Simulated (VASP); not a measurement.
A run of VASP 6.6.1:

The input INCAR:

```
SYSTEM = KI
PREC = Accurate
ENCUT = 520
EDIFF = 1E-8
ISMEAR = 0
SIGMA = 0.01
LREAL = .FALSE.
LASPH = .TRUE.
NELM = 100
ALGO = Normal
ISIF = 2
LWAVE = .FALSE.
LCHARG = .FALSE.
GGA = PS
NBANDS = 15
IBRION = 8
NSW = 1
```

The input KPOINTS:

```
Automatic mesh
0
G
  6 6 6
  0 0 0
```

The input POSCAR:

```
KI
1.0
    0.0000000000      3.5256765338      3.5256765338
    3.5256765338      0.0000000000      3.5256765338
    3.5256765338      3.5256765338      0.0000000000
K I
1 1
Direct
    0.0000000000      0.0000000000      0.0000000000
    0.5000000000      0.5000000000      0.5000000000
```

Potentials or basis: VASP PAW PBE potentials, release 64 (K_sv, I).

Command:

```sh
$ cat potpaw_PBE.64/K_sv/POTCAR potpaw_PBE.64/I/POTCAR > POTCAR
$ mpirun -np 1 vasp_std > vasp.out
```

Hardware: 1 thread of Intel(R) Xeon(R) Platinum 8259CL CPU @ 2.50GHz (Skylake/Cascade Lake), with other jobs on the host.

Q: How long does it take, and how much memory?

A: Wall time 5.9 min on 1 thread of Intel(R) Xeon(R) Platinum 8259CL CPU @ 2.50GHz (Skylake/Cascade Lake), with other jobs on the host, peak memory 0.34 GiB. Counts: scf iterations 56, k points 16.
